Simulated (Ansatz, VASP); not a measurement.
**Li2ZrO2: VASP beside Ansatz**

```
CELL_PARAMETERS angstrom
3.07426 0.00000 0.00000
-1.53713 2.66239 0.00000
0.00000 0.00000 5.92231
ATOMIC_POSITIONS crystal
Li 0.66667 0.33333 0.37274
Li 0.33333 0.66667 0.62726
Zr 0.00000 0.00000 0.00000
O 0.33333 0.66667 0.26803
O 0.66667 0.33333 0.73197
```

Change from the starting cell: species swapped into the Li2MnO2 type (P-3m1, No. 164).

Alike in both runs: task relaxation of cell and atoms; functional PBE; k mesh 12 × 12 × 6; occupations gaussian, width 0.1 eV; no spin polarisation.

|  | VASP | Ansatz |
| --- | --- | --- |
| version | VASP 6.6.1 | Ansatz 0.2.0 |
| potentials or method | VASP PAW PBE potentials, release 64 (Li_sv, Zr_sv, O), cutoff 600 eV | scalar-relativistic, plane waves, PAW |
| valence electrons in the cell | 30 | 30 |

|  | VASP | Ansatz | Ansatz less VASP |
| --- | --- | --- | --- |
| gap on the k mesh at the Fermi level, each at its own relaxed structure (eV) | none | none | - |
| relaxed volume (Å³/atom) | 9.69 | 9.70 | +0.007 |
| relaxed cell length with the largest relative difference (Å) | 5.930 | 5.932 | +0.0024 |

A gap of «none» marks a metal or a gap that the smearing closes.

Noted on VASP's run: the cutoff is short for stress, so the pressure is rough.
